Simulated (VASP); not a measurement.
# Mn3Cr (Fm-3m) in VASP: further runs, part 2 of 2

VASP 6.6.1.

### 4 Relaxation of cell and atoms, PBE

This run uses another cell than the first one, of 11.56 Å³/atom.

File INCAR:

```
SYSTEM = Mn3Cr
PREC = Accurate
ENCUT = 600
EDIFF = 1E-6
ISMEAR = 0
SIGMA = 0.1
LREAL = .FALSE.
LASPH = .TRUE.
NELM = 100
ALGO = Fast
ISIF = 3
LWAVE = .FALSE.
LCHARG = .FALSE.
GGA = PE
IBRION = 2
NSW = 80
EDIFFG = -0.01
```

File KPOINTS:

```
regular mesh
0
G
  12 12 12
  0 0 0
```

File POSCAR:

```
Mn3Cr
1.0
    0.0000000000      2.8490298693      2.8490298693
    2.8490298693      0.0000000000      2.8490298693
    2.8490298693      2.8490298693      0.0000000000
Mn Cr
3 1
Direct
    0.2500000000      0.2500000000      0.2500000000
    0.7500000000      0.7500000000      0.7500000000
    0.5000000000      0.5000000000      0.5000000000
    0.0000000000      0.0000000000      0.0000000000
```

Run with:

```sh
$ cat potpaw_PBE.64/Mn_pv/POTCAR potpaw_PBE.64/Cr_pv/POTCAR > POTCAR
$ mpirun -np 1 vasp_std > vasp.out
```

It took 17 min on 1 thread of Intel Xeon 8259CL, shared host; peak memory 0.27 GiB.

Results (log left out):

```yaml
Free_energy: -36.0552 eV
Relaxed_volume: 10.95 Å³/atom
Relaxed_cell: a = 3.957 Å, b = 3.957 Å, c = 3.957 Å, α = 60.00°, β = 60.00°, γ = 60.00°
Space_group_after_relaxing_to_0.1_Å: Fm-3m (No. 225)
Energy_gained_by_relaxing: 26.2 meV/atom
Ionic_steps: 6
Pressure_after_relaxing: 0.0 GPa
Band_gap_on_the_k_mesh: zero (an odd number of electrons rules out a gap without spin polarisation)
```

The path:
```csv
step,energy change (eV),largest force (eV/Å),pressure (GPa),volume (Å³)
1,0.0000,0.0000,-13.12,46.25
2,0.1939,0.0000,28.73,40.20
3,-0.1046,0.0000,-0.54,43.87
4,-0.1046,0.0000,0.20,43.79
5,-0.1046,0.0000,-0.35,43.87
6,-0.1046,0.0000,-0.01,43.82
```

Final structure:
```
Mn Cr
1.0
     0.00000    2.79813    2.79813
     2.79813    0.00000    2.79813
     2.79813    2.79813    0.00000
Mn Cr
3 1
Cartesian
  1.3991 1.3991 1.3991
  4.1972 4.1972 4.1972
  2.7981 2.7981 2.7981
  2.7981 2.7981 0.0000
```

Levels at points of the mesh, in eV from the Fermi level:
```tsv
k point	band 23	band 24	band 25	band 26	band 27	band 28
(0.00, 0.00, 0.00)	-1.48	-1.48	0.36	0.36	0.64	0.64
(0.50, 0.00, 0.00)	-2.49	-2.48	0.29	0.29	0.66	0.66
(0.50, 0.50, 0.00)	-0.87	-0.87	-0.13	0.09	0.50	0.54
```

Caveat: the run has no spin polarisation, though such a crystal can be magnetic. Spin polarisation is off, so any magnetic state and its effect on volume and gap are missing.

### 5 Single point, PBE, collinear spin, ferromagnetic start

This run uses another cell than the first one, of 11.21 Å³/atom.

File INCAR:

```
  ALGO = Fast
  EDIFF = 1E-6
  ENCUT = 520
  GGA = PE
  ISIF = 2
  ISMEAR = 0
  ISPIN = 2
  LASPH = T
  LCHARG = F
  LMAXMIX = 4
  LORBIT = 11
  LREAL = F
  LWAVE = F
  MAGMOM = 4 4 4 3
  NBANDS = 38
  NELM = 150
  PREC = Accurate
  SIGMA = 0.1
```

File KPOINTS:

```
k-points
0
Gamma
  12 12 12
```

File POSCAR:

```
Mn3Cr
1.0
    0.0000000000      2.8194219417      2.8194219417
    2.8194219417      0.0000000000      2.8194219417
    2.8194219417      2.8194219417      0.0000000000
Mn Cr
3 1
Direct
    0.2500000000      0.2500000000      0.2500000000
    0.7500000000      0.7500000000      0.7500000000
    0.5000000000      0.5000000000      0.5000000000
    0.0000000000      0.0000000000      0.0000000000
```

Potentials or basis: VASP PAW PBE potentials, release 64 (Mn_pv, Cr_pv).

Run with:

```sh
$ cat potpaw_PBE.64/Mn_pv/POTCAR potpaw_PBE.64/Cr_pv/POTCAR > POTCAR
$ mpirun -np 1 vasp_std > vasp.out
```

OUTCAR:

```text
EDIFF = 1E-6
   ENCUT = 520
   GGA = PE
   ISIF = 2
   ISMEAR = 0
   ISPIN = 2
   LASPH = T
   LORBIT = 11
   LREAL = F
   NELM = 150
   PREC = Accurate

 ion  position               nearest neighbor table
   1  0.250  0.250  0.250-   4 2.44   4 2.44   4 2.44   3 2.44   4 2.44   3 2.44   3 2.44   3 2.44
                             2 2.82   2 2.82   2 2.82   2 2.82   2 2.82   2 2.82
   2  0.750  0.750  0.750-   3 2.44   3 2.44   3 2.44   3 2.44   4 2.44   4 2.44   4 2.44   4 2.44
                             1 2.82   1 2.82   1 2.82   1 2.82   1 2.82   1 2.82
[... 2161 lines left out ...]
      direct lattice vectors                 reciprocal lattice vectors
     0.000000000  2.819421942  2.819421942    -0.177341317  0.177341317  0.177341317
     2.819421942  0.000000000  2.819421942     0.177341317 -0.177341317  0.177341317
     2.819421942  2.819421942  0.000000000     0.177341317  0.177341317 -0.177341317

 POSITION                                       TOTAL-FORCE (eV/Angst)
 -----------------------------------------------------------------------------------
      1.40971      1.40971      1.40971         0.000000      0.000000      0.000000
      4.22913      4.22913      4.22913        -0.000000     -0.000000     -0.000000
      2.81942      2.81942      2.81942         0.000000     -0.000000      0.000000
      0.00000      0.00000      0.00000         0.000000     -0.000000      0.000000
 -----------------------------------------------------------------------------------
    total drift:                                0.000000     -0.000000      0.000000

  FREE ENERGIE OF THE ION-ELECTRON SYSTEM (eV)
  ---------------------------------------------------
  free  energy   TOTEN  =       -36.1810047466 eV

  energy  without entropy=      -36.1498740268  energy(sigma->0) =      -36.16543939

 total charge

# of ion       s       p       d       tot
------------------------------------------
    1        0.409   6.388   5.153  11.950
    2        0.409   6.388   5.153  11.950
    3        0.407   6.396   5.092  11.895
    4        0.440   6.403   4.169  11.013
--------------------------------------------------
tot          1.665  25.575  19.567  46.807

 magnetization (x)

# of ion       s       p       d       tot
------------------------------------------
    1       -0.009  -0.010   0.073   0.055
    2       -0.009  -0.010   0.073   0.055
    3        0.013   0.016   2.127   2.156
    4       -0.000  -0.015   0.423   0.409
--------------------------------------------------
tot         -0.005  -0.018   2.696   2.674
```

OSZICAR:

```text
N       E                     dE             d eps       ncg     rms          rms(c)
DAV:   1     0.633945443816E+03    0.63395E+03   -0.28317E+04 11008   0.185E+03
DAV:   2     0.223684301252E+01   -0.63171E+03   -0.60485E+03 10956   0.530E+02
DAV:   3    -0.357548486491E+02   -0.37992E+02   -0.36663E+02 11430   0.149E+02
[... 14 lines left out ...]
RMM:  18    -0.361809258358E+02   -0.34618E-03   -0.87181E-04 12177   0.166E-01    0.549E-02
RMM:  19    -0.361809856419E+02   -0.59806E-04   -0.25125E-04 13313   0.818E-02    0.240E-02
RMM:  20    -0.361810006636E+02   -0.15022E-04   -0.69444E-05 13616   0.378E-02    0.179E-02
RMM:  21    -0.361810034389E+02   -0.27753E-05   -0.19721E-05 12807   0.211E-02    0.984E-03
RMM:  22    -0.361810044428E+02   -0.10039E-05   -0.54899E-06 10572   0.105E-02    0.386E-03
RMM:  23    -0.361810047466E+02   -0.30387E-06   -0.18745E-06  8601   0.519E-03
   1 F= -.36181005E+02 E0= -.36165439E+02  d E =-.311307E-01  mag=     2.7030
```

Wall time 11 min (1 thread of Intel Xeon 8259CL, shared host); peak memory 0.31 GiB.

Results:

```
Free energy                                           : -36.1810 eV
Pressure                                              : 0.0 GPa
Net moment                                            : 2.70 μB per cell
Site moments                                          : Mn +0.06, +2.16 (each value once); Cr +0.41 μB
Valence electrons inside the program's atomic spheres : Mn 11.95, 11.89 (each value once); Cr 11.01
```

### 6 Summary

| task | level | spin | cell | cutoff (eV) | gap on the mesh (eV) | pressure (GPa) |
| --- | --- | --- | --- | --- | --- | --- |
| single point | PBE | off | a = 3.958 Å, angles 60.0°, 4 atoms | 520 | none | -0.1 |
| single point | r2SCAN | off | a = 4.029 Å, angles 60.0°, 4 atoms | 520 | none | -19.1 |
| relaxation of cell and atoms | PBE | off | relaxed from a = 4.029 Å, angles 60.0°, 4 atoms | 600 | none | 0.0 |
| single point | PBE | collinear, ferromagnetic start | a = 3.987 Å, angles 60.0°, 4 atoms | 520 | none | 0.0 |

Alike in all rows: potentials or basis VASP PAW PBE potentials, release 64 (Mn_pv, Cr_pv); k mesh 12 × 12 × 12; smearing gaussian 0.1 eV.

Caveats: the cell stands under tension (at least some runs); the PAW data sets were made with another functional, which shifts forces and pressure a little (at least some runs).

Absolute energies hang on the potentials; compare differences alone.
